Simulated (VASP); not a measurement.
# Te2Mo in VASP: single point with PBE+D3(BJ)

Aim: the single point of Te2Mo with PBE+D3(BJ).

Everything below comes from runs of VASP 6.6.1. Logs are shortened: lines on timing, memory, paths and dates and some standing lists are left out, and cuts for length are marked.

## 1. The cell of the first run

The cell holds a slab with vacuum, 6 atoms: a = 6.334 Å, b = 3.388 Å, c = 36.163 Å, α = 90.00°, β = 90.03°, γ = 90.00°.

## 2. Single point, PBE+D3(BJ)

File INCAR:

```
PREC     = Accurate       # precision mode
ENCUT    = 520            # plane-wave cutoff, eV
EDIFF    = 1E-7           # SCF threshold, eV
ISMEAR   = 0              # smearing method
SIGMA    = 0.1            # smearing width, eV
LREAL    = False          # projectors in reciprocal space
LASPH    = True           # aspherical terms in the spheres
NELM     = 80             # most SCF steps
ALGO     = Normal         # electronic algorithm
ISIF     = 2              # what is computed and relaxed
LWAVE    = False          # write WAVECAR
LCHARG   = False          # write CHGCAR
GGA      = PE             # functional
IVDW     = 12             # dispersion correction
NBANDS   = 35             # bands
```

File KPOINTS:

```
regular mesh
0
Gamma
  6 10 1
```

File POSCAR:

```
Te2Mo
1.0
    6.3343911423      0.0000000000      0.0060326403
    0.0000000000      3.3880356613      0.0000000000
   -0.0511659554      0.0000000000     36.1625178949
Te Mo
4 2
Direct
    0.0770467191      0.7500000000      0.4427197982
    0.9229532809      0.2500000000      0.5572802018
    0.5677627107      0.2500000000      0.4586025605
    0.4322372893      0.7500000000      0.5413974395
    0.8175405957      0.7500000000      0.5023788381
    0.1824594043      0.2500000000      0.4976211619
```

Potentials or basis: VASP PAW PBE potentials, release 64 (Te, Mo_sv).

Command:

```console
> cat potpaw_PBE.64/Te/POTCAR potpaw_PBE.64/Mo_sv/POTCAR > POTCAR
> mpirun -np 1 vasp_std > vasp.out
```

OUTCAR:

```text
PREC = Accurate
   ENCUT = 520
   EDIFF = 1E-7
   ISMEAR = 0
   LREAL = False
   LASPH = True
   NELM = 80
   ISIF = 2
   GGA = PE
   IVDW = 12
 IVDW          = 12

 ion  position               nearest neighbor table
   1  0.077  0.750  0.443-   6 2.69   6 2.69   5 2.71   3 3.59   3 3.59
   2  0.923  0.250  0.557-   5 2.69   5 2.69   6 2.71   4 3.59   4 3.59
   3  0.568  0.250  0.459-   5 2.81   5 2.81   6 2.82   4 3.55   4 3.55   1 3.59   1 3.59
   4  0.432  0.750  0.541-   6 2.81   6 2.81   5 2.82   3 3.55   3 3.55   2 3.59   2 3.59
   5  0.818  0.750  0.502-   2 2.69   2 2.69   1 2.71   3 2.81   3 2.81   4 2.82   6 2.87   6 2.87

   6  0.182  0.250  0.498-   1 2.69   1 2.69   2 2.71   4 2.81   4 2.81   3 2.82   5 2.87   5 2.87

  LATTYP: Found a simple monoclinic cell.
 ALAT       =     6.3343940149
 B/A-ratio  =     0.5348634223
 C/A-ratio  =     5.7089208544
 COS(beta)  =    -0.0004625254

  Lattice vectors:

 A1 = (   6.3343911423,   0.0000000000,   0.0060326403)
 A2 = (   0.0000000000,   3.3880356613,   0.0000000000)
 A3 = (  -0.0511659554,   0.0000000000,  36.1625178949)

Analysis of symmetry for initial positions (statically):
=====================================================================
 Subroutine PRICEL returns:
 Original cell was already a primitive cell.

 Routine SETGRP: Setting up the symmetry group for a
 simple monoclinic supercell.

 Subroutine GETGRP returns: Found  4 space group operations
 (whereof  2 operations were pure point group operations)
 out of a pool of  4 trial point group operations.

The static configuration has the point symmetry S_2 .
 The point group associated with its full space group is C_2h.

Analysis of symmetry for dynamics (positions and initial velocities):
=====================================================================
 Subroutine PRICEL returns:
 Original cell was already a primitive cell.

 Routine SETGRP: Setting up the symmetry group for a
 simple monoclinic supercell.

 Subroutine GETGRP returns: Found  4 space group operations
 (whereof  2 operations were pure point group operations)
 out of a pool of  4 trial point group operations.

The dynamic configuration has the point symmetry S_2 .
 The point group associated with its full space group is C_2h.

 Subroutine INISYM returns: Found  4 space group operations
 (whereof  2 operations are pure point group operations),
 and found     1 'primitive' translations

----------------------------------------------------------------------------------------

                                     Primitive cell

  volume of cell :     776.0900

  direct lattice vectors                    reciprocal lattice vectors
     6.334391142  0.000000000  0.006032640     0.157868157  0.000000000  0.000223366
     0.000000000  3.388035661  0.000000000     0.000000000  0.295156279  0.000000000
    -0.051165955  0.000000000 36.162517895    -0.000026336  0.000000000  0.027652904

  length of vectors
     6.334394015  3.388035661 36.162554092     0.157868315  0.295156279  0.027652917

  position of ions in fractional coordinates (direct lattice)
     0.077046719  0.750000000  0.442719798
     0.922953281  0.250000000  0.557280202
     0.567762711  0.250000000  0.458602560
     0.432237289  0.750000000  0.541397440
     0.817540596  0.750000000  0.502378838
     0.182459404  0.250000000  0.497621162

  ion indices of the primitive-cell ions
   primitive index   ion index
                 1           1
                 2           2
                 3           3
                 4           4
                 5           5
                 6           6

----------------------------------------------------------------------------------------

 KPOINTS: regular mesh

Automatic generation of k-mesh.
 Grid dimensions read from file:
 generate k-points for:    6   10    1

 Generating k-lattice:

  Cartesian coordinates                     Fractional coordinates (reciprocal lattice)
     0.026311359  0.000000000  0.000037228     0.166666667  0.000000000 -0.000000000
     0.000000000  0.029515628  0.000000000     0.000000000  0.100000000  0.000000000
    -0.000026336  0.000000000  0.027652904     0.000000000  0.000000000  1.000000000

  Length of vectors
     0.026311386  0.029515628  0.027652917

  Shift w.r.t. Gamma in fractional coordinates (k-lattice)
     0.000000000  0.000000000  0.000000000

 Subroutine IBZKPT returns following result:
 ===========================================

 Found     24 irreducible k-points:

 Following reciprocal coordinates:
            Coordinates               Weight
  0.000000  0.000000  0.000000      1.000000
  0.166667  0.000000 -0.000000      2.000000
  0.333333  0.000000 -0.000000      2.000000
  0.500000  0.000000  0.000000      1.000000
  0.000000  0.100000  0.000000      2.000000
  0.166667  0.100000 -0.000000      4.000000
[... 16 lines left out ...]
  0.333333  0.500000 -0.000000      2.000000
  0.500000  0.500000  0.000000      1.000000
   k-points           NKPTS =     24   k-points in BZ     NKDIM =     24   number of bands    NBANDS=     35
   number of dos      NEDOS =    301   number of ions     NIONS =      6
   total plane-waves  NPLWV = 362880
   dimension x,y,z NGX =    48 NGY =   28 NGZ =  270
   dimension x,y,z NGXF=    96 NGYF=   56 NGZF=  540
   ions per type =               4   2
   NGX,Y,Z   is equivalent  to a cutoff of  12.60, 13.74, 12.41 a.u.
   NGXF,Y,Z  is equivalent  to a cutoff of  25.20, 27.48, 24.82 a.u.
 SYSTEM =  unknown system
   PREC   = accura    normal or accurate (medium, high low for compatibility)
   ISTART =      0    job   : 0-new  1-cont  2-samecut
   ICHARG =      2    charge: 1-file 2-atom 10-const
   ISPIN  =      1    spin polarized calculation?
   LNONCOLLINEAR =      F non collinear calculations
   LSORBIT =      F    spin-orbit coupling
   LASPH  =      T    aspherical Exc in radial PAW
   ENCUT  =  520.0 eV  38.22 Ry    6.18 a.u.  11.78  6.30 67.24*2*pi/ulx,y,z
   NELM   =     80;   NELMIN=  2; NELMDL= -5     # of ELM steps
   EDIFF  = 0.1E-06   stopping-criterion for ELM
   LREAL  =      F    real-space projection
   EDIFFG = 0.1E-05   stopping-criterion for IOM
   NSW    =      0    number of steps for IOM
   IBRION =     -1    ionic relax: 0-MD 1-quasi-New 2-CG
   NFREE  =      0    steps in history (QN), initial steepest desc. (CG)
   ISIF   =      2    stress and relaxation
   ISYM   =      2    0-nonsym 1-usesym 2-fastsym
   POTIM  = 0.5000    time-step for ionic-motion
   TEBEG  =    0.0;   TEEND  =   0.0 temperature during run
   PSTRESS=    0.0 pullay stress
   NELECT =      52.0000    total number of electrons
   NUPDOWN=      -1.0000    fix difference up-down
   EMIN   =  10.00;   EMAX   =-10.00  energy-range for DOS
   EFERMI =   0.00;   METHOD = LEGACY
   ISMEAR =     0;   SIGMA  =   0.10  broadening in eV -4-tet -1-fermi 0-gaus
   EFERMI_NEDOS =   21; number of points for ismear=-14 and -15
   IALGO  =     38    algorithm
   IMIX   =      4    mixing-type and parameters
     AMIX     =   0.40;   BMIX     =  1.00
     AMIX_MAG =   1.60;   BMIX_MAG =  1.00
  volume/ion in A,a.u.               =     129.35       872.89
  Fermi-wavevector in a.u.,A,eV,Ry     =   0.664924  1.256524  6.015459  0.442124
  Thomas-Fermi vector in A             =   1.738761
   LORBIT       =      0    0 simple, 1 ext, 2 COOP (PROOUT), +10 PAW based schemes
   GGA     = PE    functional components
   LHFCALC =     F    Hartree Fock is set to
   AEXX    =    0.0000 exact exchange contribution
   IVDW    =    12    specifies the selected vdW correction
   LEPSILON=     F    determine dielectric tensor
   LRPA    =     F    only Hartree local field effects (RPA)
 non-spin polarized calculation
 Gauss-broadening in eV      SIGMA  =   0.10
  energy-cutoff  :      520.00
  volume of cell :      776.09
 maximum number of plane-waves:     21001
 NGX is ok and might be reduce to    48
   NGX = 23   NGY = 13   NGZ =135

 number of electron      51.9999996 magnetization

 Free energy of the ion-electron system (eV)
  ---------------------------------------------------
  ext. energy  EPLUGINS =         0.00000000
  ---------------------------------------------------
  free energy    TOTEN  =       -35.93857298 eV

  energy without entropy =      -35.93068010  energy(sigma->0) =      -35.93462654

 E-fermi :  -1.9462     XC(G=0):  -2.3428

 val. band max:       -1.9488106875   @ k =   0.0000   0.1000   0.0000
 cond. band min:      -1.9084289547   @ k =   0.3333   0.0000  -0.0000
 fundamental gap:      0.0403817328
 Fermi energy:        -1.9461514200

 k-point     1 :       0.0000    0.0000    0.0000
  band No.  band energies     occupation
      1     -63.0316      2.00000
      2     -62.9678      2.00000
      3     -37.2924      2.00000
      4     -37.1967      2.00000
      5     -37.1875      2.00000
      6     -37.0545      2.00000
[... 27 lines left out ...]
     34       1.5653      0.00000
     35       1.7962      0.00000

 k-point     2 :       0.1667    0.0000   -0.0000
  band No.  band energies     occupation
      1     -63.0316      2.00000
      2     -62.9679      2.00000
      3     -37.2902      2.00000
      4     -37.1965      2.00000
      5     -37.1874      2.00000
      6     -37.0548      2.00000
[... 27 lines left out ...]
     34       1.6547      0.00000
     35       1.8865      0.00000

 k-point     3 :       0.3333    0.0000   -0.0000
  band No.  band energies     occupation
      1     -63.0314      2.00000
      2     -62.9680      2.00000
      3     -37.2859      2.00000
      4     -37.1961      2.00000
      5     -37.1873      2.00000
      6     -37.0554      2.00000
[... 27 lines left out ...]
     34       1.7594      0.00000
     35       2.1586      0.00000
[... 723 lines left out ...]
 k-point    23 :       0.3333    0.5000   -0.0000
  band No.  band energies     occupation
      1     -62.9917      2.00000
      2     -62.9917      2.00000
      3     -37.3419      2.00000
      4     -37.3419      2.00000
      5     -37.1287      2.00000
      6     -37.1287      2.00000
[... 27 lines left out ...]
     34       1.4633      0.00000
     35       2.8199      0.00000

 k-point    24 :       0.5000    0.5000    0.0000
  band No.  band energies     occupation
      1     -62.9917      2.00000
      2     -62.9917      2.00000
      3     -37.3428      2.00000
      4     -37.3428      2.00000
      5     -37.1285      2.00000
      6     -37.1285      2.00000
[... 27 lines left out ...]
     34       1.4332      0.00000
     35       2.5910      0.00000

------------------------ aborting loop because EDIFF is reached ----------------------------------------

 Edisp (eV)   -2.38999

 E8    (eV) :    -1.1646

  FORCE on cell =-STRESS in cart. coord.  units (eV):
  Direction    XX          YY          ZZ          XY          YZ          ZX
  --------------------------------------------------------------------------------------
  -------------------------------------------------------------------------------------
  Total       0.02393    -0.01623     0.04633     0.00000     0.00000    -0.00155
  in kB       0.04940    -0.03352     0.09564     0.00000     0.00000    -0.00319
  external pressure =        0.04 kB  Pullay stress =        0.00 kB

 VOLUME and BASIS-vectors are now :
 -----------------------------------------------------------------------------
  energy-cutoff  :      520.00
  volume of cell :      776.09
      direct lattice vectors                 reciprocal lattice vectors
     6.334391142  0.000000000  0.006032640     0.157868157  0.000000000  0.000223366
     0.000000000  3.388035661  0.000000000     0.000000000  0.295156279  0.000000000
    -0.051165955  0.000000000 36.162517895    -0.000026336  0.000000000  0.027652904

 POSITION                                       TOTAL-FORCE (eV/Angst)
 -----------------------------------------------------------------------------------
      0.46539      2.54103     16.01033        -0.000357      0.000000     -0.008065
      5.81783      0.84701     20.15822         0.000357     -0.000000      0.008065
      3.57297      0.84701     16.58765         0.000937      0.000000     -0.012113
      2.71026      2.54103     19.58090        -0.000937      0.000000      0.012113
      5.15292      2.54103     18.17222        -0.008670      0.000000     -0.000034
      1.13031      0.84701     17.99633         0.008670      0.000000      0.000034
 -----------------------------------------------------------------------------------
    total drift:                                0.000000      0.000000      0.000000

  FREE ENERGIE OF THE ION-ELECTRON SYSTEM (eV)
  ---------------------------------------------------
  free  energy   TOTEN  =       -38.3285639782 eV

  energy  without entropy=      -38.3206710961  energy(sigma->0) =      -38.32461754
```

Run time: 15 min. Hardware: 1 thread of Intel Xeon Platinum 8488C (Sapphire Rapids), shared host; peak memory 1.1 GiB.

What came out:

| Quantity | Value |
| --- | --- |
| Free energy | -38.3286 eV |
| Largest force | 0.012 eV/Å |
| Band gap on the k mesh | zero (bands 26 and 27 overlap by 0.46 eV) |
| Dispersion energy per atom | -0.398 eV |

Forces in eV/Å, atoms in the order of the input:
```
Te   0.000  0.000 -0.008
Te   0.000  0.000  0.008
Te   0.001  0.000 -0.012
Te  -0.001  0.000  0.012
Mo  -0.009  0.000  0.000
Mo   0.009  0.000  0.000
```

Caveat: spin-orbit coupling is left out, which moves the levels of the heavy elements.
